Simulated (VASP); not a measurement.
Here is a VASP 6.6.1 calculation.

INCAR

```
SYSTEM = InAg2F5
PREC = Accurate
ENCUT = 520
EDIFF = 1E-6
ISMEAR = 0
SIGMA = 0.1
LREAL = .False.
LASPH = .True.
NELM = 150
ALGO = Normal
ISIF = 2
LWAVE = .False.
LCHARG = .True.
ISPIN = 2
MAGMOM = 0 1 1 0 0 0 0 0
LORBIT = 11
LMAXMIX = 4
GGA = PE
LELF = .True.
LVHAR = .True.
NBANDS = 49
```

File KPOINTS:

```
regular mesh
0
Gamma
  6 6 4
  0 0 0
```

POSCAR

```
InAg2F5
1.0
    4.5753812051      0.0000000000      0.0000000000
   -2.2876906025      3.9623963556      0.0000000000
    0.0000000000      0.0000000000      6.4964989496
In Ag F
1 2 5
Direct
    0.0000000000      0.0000000000      0.5000000000
    0.3333333333      0.6666666667      0.0000000000
    0.6666666667      0.3333333333      0.0000000000
    0.3333333333      0.6666666667      0.6857710567
    0.6666666667      0.3333333333      0.6857710567
    0.6666666667      0.3333333333      0.3142289433
    0.3333333333      0.6666666667      0.3142289433
    0.0000000000      0.0000000000      0.0000000000
```

Potentials or basis: VASP PAW PBE potentials, release 64 (In_d, Ag, F).

The run is started by

```bash
$ cat potpaw_PBE.64/In_d/POTCAR potpaw_PBE.64/Ag/POTCAR potpaw_PBE.64/F/POTCAR > POTCAR
$ mpirun -np 1 vasp_std > vasp.out
```

Q: Predict the band gap on the k mesh.

A: Zero (filled and empty bands overlap).

Q: Predict the net moment.

A: 0.02 μB per cell.

Q: What does it give for the pressure?

A: -0.3 GPa.

Forces in eV/Å, atoms in the order of the input:
```
In   0.000  0.000  0.000
Ag   0.000  0.000  0.000
Ag   0.000  0.000  0.000
F    0.000  0.000 -0.030
F    0.000  0.000 -0.030
F    0.000  0.000  0.030
F    0.000  0.000  0.030
F    0.000  0.000  0.000
```

Caveat: spin-orbit coupling is left out, which moves the levels of the heavy elements.
